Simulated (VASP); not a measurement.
# Ta (Cmme) in VASP: single point with PBEsol

Aim: the single point of Ta with PBEsol.

Everything below comes from runs of VASP 6.6.1. Logs are shortened: lines on timing, memory, paths and dates and some standing lists are left out, and cuts for length are marked.

## (1) The cell of the first run

Symmetry: Cmme, No. 67, orthorhombic system. The conventional cell has a = 3.441 Å, b = 4.743 Å, c = 4.759 Å, α = 90.00°, β = 90.00°, γ = 90.00°. Within 3.7 Å of Ta (site symmetry mm2) lie 14 Ta at 2.82 to 3.46 Å.

## (2) Single point, PBEsol

The input, INCAR:

```
SYSTEM = Ta
PREC = Accurate
ENCUT = 520
EDIFF = 1E-7
ISMEAR = -1
SIGMA = 0.1
LREAL = .FALSE.
LASPH = .TRUE.
NELM = 100
ALGO = Normal
ISIF = 2
LWAVE = .FALSE.
LCHARG = .FALSE.
GGA = PS
NBANDS = 18
```

The input, KPOINTS:

```
regular mesh
0
G
  10 10 6
  0 0 0
```

The input, POSCAR:

```
Ta
1.0
    1.7204950000     -2.3714690000      0.0000000000
    1.7204950000      2.3714690000      0.0000000000
    0.0000000000      0.0000000000      4.7585690000
Ta
2
Direct
    0.0000000000      0.5000000000      0.2645700000
    0.5000000000      0.0000000000      0.7354300000
```

Potentials or basis: VASP PAW PBE potentials, release 64 (Ta_pv).

Launch:

```
> cat potpaw_PBE.64/Ta_pv/POTCAR > POTCAR
> mpirun -np 1 vasp_std > vasp.out
```

OUTCAR:

```text
SYSTEM = Ta
   PREC = Accurate
   ENCUT = 520
   EDIFF = 1E-7
   ISMEAR = -1
   LREAL = .FALSE.
   LASPH = .TRUE.
   NELM = 100
   ISIF = 2
   GGA = PS

 ion  position               nearest neighbor table
   1  0.000  0.500  0.265-   2 2.82   2 2.82   2 3.05   2 3.05   2 3.26   2 3.26   2 3.46   2 3.46

   2  0.500  0.000  0.735-   1 2.82   1 2.82   1 3.05   1 3.05   1 3.26   1 3.26   1 3.46   1 3.46

  LATTYP: Found a base centered orthorhombic cell.
 ALAT       =     3.4409900000
 B/A-ratio  =     1.3783643661
 C/A-ratio  =     1.3829069541

  Lattice vectors:

 A1 = (   1.7204950000,  -2.3714690000,   0.0000000000)
 A2 = (   1.7204950000,   2.3714690000,   0.0000000000)
 A3 = (   0.0000000000,   0.0000000000,   4.7585690000)

Analysis of symmetry for initial positions (statically):
=====================================================================
 Subroutine PRICEL returns:
 Original cell was already a primitive cell.

 Routine SETGRP: Setting up the symmetry group for a
 base centered orthorhombic supercell.

 Subroutine GETGRP returns: Found  8 space group operations
 (whereof  4 operations were pure point group operations)
 out of a pool of  8 trial point group operations.

The static configuration has the point symmetry D_2 .
 The point group associated with its full space group is D_2h.

Analysis of symmetry for dynamics (positions and initial velocities):
=====================================================================
 Subroutine PRICEL returns:
 Original cell was already a primitive cell.

 Routine SETGRP: Setting up the symmetry group for a
 base centered orthorhombic supercell.

 Subroutine GETGRP returns: Found  8 space group operations
 (whereof  4 operations were pure point group operations)
 out of a pool of  8 trial point group operations.

The dynamic configuration has the point symmetry D_2 .
 The point group associated with its full space group is D_2h.

 Subroutine INISYM returns: Found  8 space group operations
 (whereof  4 operations are pure point group operations),
 and found     1 'primitive' translations

----------------------------------------------------------------------------------------

                                     Primitive cell

  volume of cell :      38.8309

  direct lattice vectors                    reciprocal lattice vectors
     1.720495000 -2.371469000  0.000000000     0.290614038 -0.210839779  0.000000000
     1.720495000  2.371469000  0.000000000     0.290614038  0.210839779  0.000000000
     0.000000000  0.000000000  4.758569000     0.000000000  0.000000000  0.210147210

  length of vectors
     2.929840996  2.929840996  4.758569000     0.359040293  0.359040293  0.210147210

  position of ions in fractional coordinates (direct lattice)
     0.000000000  0.500000000  0.264570000
     0.500000000  0.000000000  0.735430000

  ion indices of the primitive-cell ions
   primitive index   ion index
                 1           1
                 2           2

----------------------------------------------------------------------------------------

 KPOINTS: regular mesh

Automatic generation of k-mesh.
 Grid dimensions read from file:
 generate k-points for:   10   10    6

 Generating k-lattice:

  Cartesian coordinates                     Fractional coordinates (reciprocal lattice)
     0.029061404 -0.021083978  0.000000000     0.100000000  0.000000000  0.000000000
     0.029061404  0.021083978  0.000000000     0.000000000  0.100000000  0.000000000
     0.000000000  0.000000000  0.035024535     0.000000000  0.000000000  0.166666667

  Length of vectors
     0.035904029  0.035904029  0.035024535

  Shift w.r.t. Gamma in fractional coordinates (k-lattice)
     0.000000000  0.000000000  0.000000000

 Subroutine IBZKPT returns following result:
 ===========================================

 Found    124 irreducible k-points:

 Following reciprocal coordinates:
            Coordinates               Weight
  0.000000  0.000000  0.000000      1.000000
  0.100000 -0.000000  0.000000      4.000000
  0.200000 -0.000000  0.000000      4.000000
  0.300000 -0.000000  0.000000      4.000000
  0.400000  0.000000  0.000000      4.000000
  0.500000  0.000000  0.000000      2.000000
[... 16 lines left out ...]
  0.300000  0.300000  0.000000      2.000000
  0.400000  0.300000  0.000000      4.000000
 [... further k-points ...]
   k-points           NKPTS =    124   k-points in BZ     NKDIM =    124   number of bands    NBANDS=     18
   number of dos      NEDOS =    301   number of ions     NIONS =      2
   total plane-waves  NPLWV =  20736
   dimension x,y,z NGX =    24 NGY =   24 NGZ =   36
   dimension x,y,z NGXF=    48 NGYF=   48 NGZF=   72
   ions per type =               2
   NGX,Y,Z   is equivalent  to a cutoff of  13.62, 13.62, 12.58 a.u.
   NGXF,Y,Z  is equivalent  to a cutoff of  27.24, 27.24, 25.15 a.u.
 SYSTEM =  Ta
   PREC   = accura    normal or accurate (medium, high low for compatibility)
   ISTART =      0    job   : 0-new  1-cont  2-samecut
   ICHARG =      2    charge: 1-file 2-atom 10-const
   ISPIN  =      1    spin polarized calculation?
   LNONCOLLINEAR =      F non collinear calculations
   LSORBIT =      F    spin-orbit coupling
   LASPH  =      T    aspherical Exc in radial PAW
   ENCUT  =  520.0 eV  38.22 Ry    6.18 a.u.   5.45  5.45  8.85*2*pi/ulx,y,z
   NELM   =    100;   NELMIN=  2; NELMDL= -5     # of ELM steps
   EDIFF  = 0.1E-06   stopping-criterion for ELM
   LREAL  =      F    real-space projection
   EDIFFG = 0.1E-05   stopping-criterion for IOM
   NSW    =      0    number of steps for IOM
   IBRION =     -1    ionic relax: 0-MD 1-quasi-New 2-CG
   NFREE  =      0    steps in history (QN), initial steepest desc. (CG)
   ISIF   =      2    stress and relaxation
   ISYM   =      2    0-nonsym 1-usesym 2-fastsym
   POTIM  = 0.5000    time-step for ionic-motion
   TEBEG  =    0.0;   TEEND  =   0.0 temperature during run
   PSTRESS=    0.0 pullay stress
   NELECT =      22.0000    total number of electrons
   NUPDOWN=      -1.0000    fix difference up-down
   EMIN   =  10.00;   EMAX   =-10.00  energy-range for DOS
   EFERMI =   0.00;   METHOD = LEGACY
   ISMEAR =    -1;   SIGMA  =   0.10  broadening in eV -4-tet -1-fermi 0-gaus
   EFERMI_NEDOS =   21; number of points for ismear=-14 and -15
   IALGO  =     38    algorithm
   IMIX   =      4    mixing-type and parameters
     AMIX     =   0.40;   BMIX     =  1.00
     AMIX_MAG =   1.60;   BMIX_MAG =  1.00
  volume/ion in A,a.u.               =      19.42       131.02
  Fermi-wavevector in a.u.,A,eV,Ry     =   1.354638  2.559895 24.967298  1.835045
  Thomas-Fermi vector in A             =   2.481793
   LORBIT       =      0    0 simple, 1 ext, 2 COOP (PROOUT), +10 PAW based schemes
   GGA     = PS    functional components
   LHFCALC =     F    Hartree Fock is set to
   AEXX    =    0.0000 exact exchange contribution
   IVDW    =     0    specifies the selected vdW correction
   LEPSILON=     F    determine dielectric tensor
   LRPA    =     F    only Hartree local field effects (RPA)
 non-spin polarized calculation
  energy-cutoff  :      520.00
  volume of cell :       38.83
 maximum number of plane-waves:      1066
 NGX is ok and might be reduce to    24
   NGX = 11   NGY = 11   NGZ = 17

 number of electron      22.0000000 magnetization

 Free energy of the ion-electron system (eV)
  ---------------------------------------------------
  ext. energy  EPLUGINS =         0.00000000
  ---------------------------------------------------
  free energy    TOTEN  =       -24.91770377 eV

  energy without entropy =      -24.83041589  energy(sigma->0) =      -24.87405983

 E-fermi :   4.7626     XC(G=0): -12.3398

 val. band max:        4.7586214211   @ k =   0.4000   0.1000   0.3333
 cond. band min:       4.7695513059   @ k =  -0.2000   0.2000   0.5000
 fundamental gap:      0.0109298849
 Fermi energy:         4.7626289743

 k-point     1 :       0.0000    0.0000    0.0000
  band No.  band energies     occupation
      1     -29.5206      2.00000
      2     -28.9168      2.00000
      3     -28.5972      2.00000
      4     -28.5803      2.00000
      5     -28.5779      2.00000
      6     -28.5747      2.00000
[... 10 lines left out ...]
     17       9.3521      0.00000
     18      11.8971      0.00000

 k-point     2 :       0.1000   -0.0000    0.0000
  band No.  band energies     occupation
      1     -29.4933      2.00000
      2     -28.9460      2.00000
      3     -28.6489      2.00000
      4     -28.6316      2.00000
      5     -28.5890      2.00000
      6     -28.5822      2.00000
[... 10 lines left out ...]
     17       9.5929      0.00000
     18      12.2847      0.00000

 k-point     3 :       0.2000   -0.0000    0.0000
  band No.  band energies     occupation
      1     -29.4176      2.00000
      2     -29.0493      2.00000
      3     -28.8305      2.00000
      4     -28.6876      2.00000
      5     -28.6270      2.00000
      6     -28.5959      2.00000
[... 10 lines left out ...]
     17       9.6187      0.00000
     18      13.5146      0.00000

 k-point     4 :       0.3000   -0.0000    0.0000
  band No.  band energies     occupation
      1     -29.3195      2.00000
      2     -29.2063      2.00000
      3     -29.0348      2.00000
      4     -28.7407      2.00000
      5     -28.6697      2.00000
      6     -28.6161      2.00000
[... 10 lines left out ...]
     17       9.2973      0.00000
     18      12.6197      0.00000

 k-point     5 :       0.4000    0.0000    0.0000
  band No.  band energies     occupation
      1     -29.3362      2.00000
      2     -29.3175      2.00000
      3     -29.0792      2.00000
      4     -28.8360      2.00000
      5     -28.6760      2.00000
      6     -28.6394      2.00000
[... 10 lines left out ...]
     17      10.1628      0.00000
     18      13.0007      0.00000

 k-point     6 :       0.5000    0.0000    0.0000
  band No.  band energies     occupation
      1     -29.3752      2.00000
      2     -29.3752      2.00000
      3     -28.9613      2.00000
      4     -28.9613      2.00000
      5     -28.6614      2.00000
      6     -28.6614      2.00000
[... 10 lines left out ...]
     17      12.3162      0.00000
     18      12.3162      0.00000

 k-point     7 :       0.1000    0.1000    0.0000
  band No.  band energies     occupation
      1     -29.4404      2.00000
      2     -28.9777      2.00000
      3     -28.6876      2.00000
      4     -28.6852      2.00000
      5     -28.6391      2.00000
      6     -28.6224      2.00000
[... 10 lines left out ...]
     17       9.4161      0.00000
     18      13.1557      0.00000

 k-point     8 :       0.2000    0.1000    0.0000
  band No.  band energies     occupation
      1     -29.3467      2.00000
      2     -29.0630      2.00000
      3     -28.8542      2.00000
      4     -28.7712      2.00000
      5     -28.6768      2.00000
      6     -28.6705      2.00000
[... 10 lines left out ...]
     17       9.4797      0.00000
     18      12.5371      0.00000
[... 229 lines left out ...]
     17      12.3576      0.00000
     18      12.5512      0.00000

 k-point    20 :      -0.4000    0.2000    0.0000
  band No.  band energies     occupation
      1     -29.3168      2.00000
      2     -29.2880      2.00000
      3     -29.2013      2.00000
      4     -28.8763      2.00000
      5     -28.7614      2.00000
      6     -28.6575      2.00000
[... 10 lines left out ...]
     17      10.1854      0.00000
     18      13.5759      0.00000

 k-point    21 :      -0.3000    0.2000    0.0000
  band No.  band energies     occupation
      1     -29.3667      2.00000
      2     -29.1562      2.00000
      3     -29.0847      2.00000
      4     -28.8714      2.00000
      5     -28.7234      2.00000
      6     -28.6013      2.00000
[... 10 lines left out ...]
     17      10.4777      0.00000
     18      13.4423      0.00000

 k-point    22 :      -0.2000    0.2000    0.0000
  band No.  band energies     occupation
      1     -29.4248      2.00000
      2     -29.0474      2.00000
      3     -28.9166      2.00000
      4     -28.8209      2.00000
      5     -28.6863      2.00000
      6     -28.5807      2.00000
[... 10 lines left out ...]
     17      11.5826      0.00000
     18      11.7589      0.00000

 k-point    23 :       0.3000    0.3000    0.0000
  band No.  band energies     occupation
      1     -29.2179      2.00000
      2     -29.1986      2.00000
      3     -29.1318      2.00000
      4     -28.9906      2.00000
      5     -28.8936      2.00000
      6     -28.8680      2.00000
[... 10 lines left out ...]
     17       9.5615      0.00000
     18      11.4751      0.00000

 k-point    24 :       0.4000    0.3000    0.0000
  band No.  band energies     occupation
      1     -29.3348      2.00000
      2     -29.2804      2.00000
      3     -29.1463      2.00000
      4     -29.0411      2.00000
      5     -28.9123      2.00000
      6     -28.7621      2.00000
[... 10 lines left out ...]
     17      10.1318      0.00000
     18      12.9370      0.00000

 [... further k-points ...]
[... 5 lines left out ...]
  --------------------------------------------------------------------------------------
  -------------------------------------------------------------------------------------
  Total       -3.8722168     -3.3546813     -3.5006125      0.0000000      0.0000000      0.0000000
  in kB     -159.7691827   -138.4154641   -144.4366450      0.0000000      0.0000000      0.0000000
  external PRESSURE =    -147.5404306 kB  Pullay stress =       0.0000000 kB

 VOLUME and BASIS-vectors are now :
 -----------------------------------------------------------------------------
  energy-cutoff  :      520.00
  volume of cell :       38.83
      direct lattice vectors                 reciprocal lattice vectors
     1.720495000 -2.371469000  0.000000000     0.290614038 -0.210839779  0.000000000
     1.720495000  2.371469000  0.000000000     0.290614038  0.210839779  0.000000000
     0.000000000  0.000000000  4.758569000     0.000000000  0.000000000  0.210147210

 POSITION                                       TOTAL-FORCE (eV/Angst)
 -----------------------------------------------------------------------------------
      0.86025      1.18573      1.25897         0.000000      0.000000     -0.617802
      0.86025     -1.18573      3.49959        -0.000000      0.000000      0.617802
 -----------------------------------------------------------------------------------
    total drift:                                0.000000     -0.000000      0.000000

  FREE ENERGIE OF THE ION-ELECTRON SYSTEM (eV)
  ---------------------------------------------------
  free  energy   TOTEN  =       -24.9177037745 eV

  energy  without entropy=      -24.8304158938  energy(sigma->0) =      -24.87405983
```

Run time: 50 s. Hardware: 1 thread of Intel Xeon Platinum 8375C at 2.90GHz (Ice Lake), shared host; peak memory 0.2 GiB.

What came out:

| Property | Result |
| --- | --- |
| Free energy | -24.9177 eV |
| Pressure | -14.8 GPa |
| Largest force | 0.618 eV/Å |
| Band gap on the k mesh | zero (band 11 reaches 6.18 eV, above the bottom of band 12 at 3.81 eV) |

Forces on the atoms (eV/Å):
```
Ta   0.000  0.000 -0.618
Ta   0.000  0.000  0.618
```

Caveat: the PAW data sets were made with another functional, which shifts forces and pressure a little; spin-orbit coupling is left out, which moves the levels of the heavy elements.
